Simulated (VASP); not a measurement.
Set up this calculation in VASP 6.6.1, as the native input.

* Task: single point
* Functional: PBE
* Potentials or basis: VASP PAW PBE potentials, release 64 (Mg, Si, N)
* Cutoff: 520 eV
* k mesh: 12 × 12 × 4
* Occupations: gaussian, width 0.1 eV
* Spin: no spin polarisation
* Dipole correction: no
* Further INCAR settings: ALGO = Normal; EDIFF = 1e-06; NBANDS = 18

The structure of Mg3Si2N lies in POSCAR:

```
Mg3Si2N
1.0
    3.0146076533      0.0000000000      0.0000000000
    0.0000000000      3.0146076533      0.0000000000
    0.0000000000      0.0000000000     10.7595989626
Mg Si N
3 2 1
Direct
    0.5000000000      0.5000000000      0.0000000000
    0.0000000000      0.5000000000      0.3880101306
    0.5000000000      0.0000000000      0.6119898694
    0.0000000000      0.5000000000      0.7866907138
    0.5000000000      0.0000000000      0.2133092862
    0.0000000000      0.0000000000      0.0000000000
```

The cell was generated, and may not be a known phase.

One way to write it, as run:

INCAR

```
PREC = Accurate ; ENCUT = 520
EDIFF = 1E-6 ; ISMEAR = 0
SIGMA = 0.1 ; LREAL = False
LASPH = True ; NELM = 60
ALGO = Normal ; ISIF = 2
LWAVE = False ; LCHARG = True
GGA = PE ; LELF = True
LVHAR = True ; NBANDS = 18
```

KPOINTS

```
regular mesh
0
Gamma
  12 12 4
```

Potentials or basis: VASP PAW PBE potentials, release 64 (Mg, Si, N).

Command:

```bash
$ cat potpaw_PBE.64/Mg/POTCAR potpaw_PBE.64/Si/POTCAR potpaw_PBE.64/N/POTCAR > POTCAR
$ mpirun -np 1 vasp_std > vasp.out
```

It gave:

| Property | Result |
| --- | --- |
| Pressure | -0.2 GPa |
| Band gap on the k mesh | zero (an odd number of electrons rules out a gap without spin polarisation) |

Caveat: an odd number of electrons without spin polarisation forces a metal; a magnetic or distorted state may lie lower.

Run time: 2.8 min on 1 thread of Intel(R) Xeon(R) Platinum 8375C CPU @ 2.90GHz (Ice Lake), with other jobs on the host, peak memory 0.29 GiB.
